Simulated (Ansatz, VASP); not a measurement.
Au in VASP and in Ansatz

The input POSCAR:

```
Au
1.0
   -1.6376879824      1.6376879824      1.6376879824
    1.6376879824     -1.6376879824      1.6376879824
    3.2753759647      3.2753759647      0.0000000000
Au
2
Direct
   -0.0343472020     -0.0343472020      0.0000000000
    0.5343472020      0.5343472020      0.5000000000
```

INCAR.step1

```
SYSTEM = Au
ALGO = Normal
EDIFF = 1E-4
ENCUT = 520
GGA = PE
ISMEAR = 0
LASPH = .True.
LCHARG = .False.
LREAL = .False.
LWAVE = .True.
NBANDS = 18
NELM = 60
PREC = Accurate
SIGMA = 0.15
```

Contents of INCAR.step2:

```
SYSTEM = Au
ALGO = Normal
EDIFF = 1E-6
ENCUT = 520
ISIF = 2
ISMEAR = 0
ISTART = 1
LASPH = .True.
LCHARG = .True.
LELF = .True.
LMIXTAU = .True.
LREAL = .False.
LVHAR = .True.
LWAVE = .False.
METAGGA = R2SCAN
NBANDS = 18
NELM = 60
PREC = Accurate
SIGMA = 0.15
```

KPOINTS

```
k-points
0
Gamma
  22 22 14
  0 0 0
```

Input for Ansatz:

```yaml
crystal:
  lattice:
    - [-1.6376879824, 1.6376879824, 1.6376879824]
    - [1.6376879824, -1.6376879824, 1.6376879824]
    - [3.2753759647, 3.2753759647, 0.0]
  atoms:
    - { symbol: Au, position: [-0.034347202, -0.034347202, 0.0] }
    - { symbol: Au, position: [0.534347202, 0.534347202, 0.5] }
basis:
  ecutwfc: 500
kpoints:
  mp_grid: { grid: [22, 22, 14] }
hamiltonian:
  xc: r2scan
scf:
  occupations: { method: gaussian, width: 0.15 }
output:
  forces: true
  stress: true
  eigenvalues: true
```

Change from the starting cell: mode 5 (84.4 1/cm) frozen in, largest displacement +0.113 Å.

Alike in both runs: task single point; functional r2SCAN; k mesh 22 × 22 × 14; occupations gaussian, width 0.15 eV; no spin polarisation.

|  | VASP | Ansatz |
| --- | --- | --- |
| version | VASP 6.6.1 | Ansatz 0.2.0 |
| potentials or method | VASP PAW PBE potentials, release 64 (Au), cutoff 520 eV | scalar-relativistic, plane waves, PAW |
| valence electrons in the cell | 22 | 38 |

|  | VASP | Ansatz | Ansatz less VASP |
| --- | --- | --- | --- |
| gap on the k mesh at the Fermi level (eV) | none | none | - |
| pressure (GPa) | 2.2 | 1.9 | -0.29 |
| traceless stress, the component that is largest in VASP (GPa) | 2.51 | 2.50 | -0.009 |
| rms of the force components (eV/Å) | 0.342 | 0.337 | -0.0051 |

VASP's potentials were made for PBE, not for r2SCAN. Atom by atom the forces differ by 0.005 eV/Å (rms over components). A gap of «none» marks a metal or a gap that the smearing closes. With one functional, cell and mesh, what is left measures potentials, basis and numerics. VASP's potentials hold 22 valence electrons a cell and Ansatz's 38, so a difference there can come from the potentials and not from the codes.

Spin-orbit coupling is off throughout.
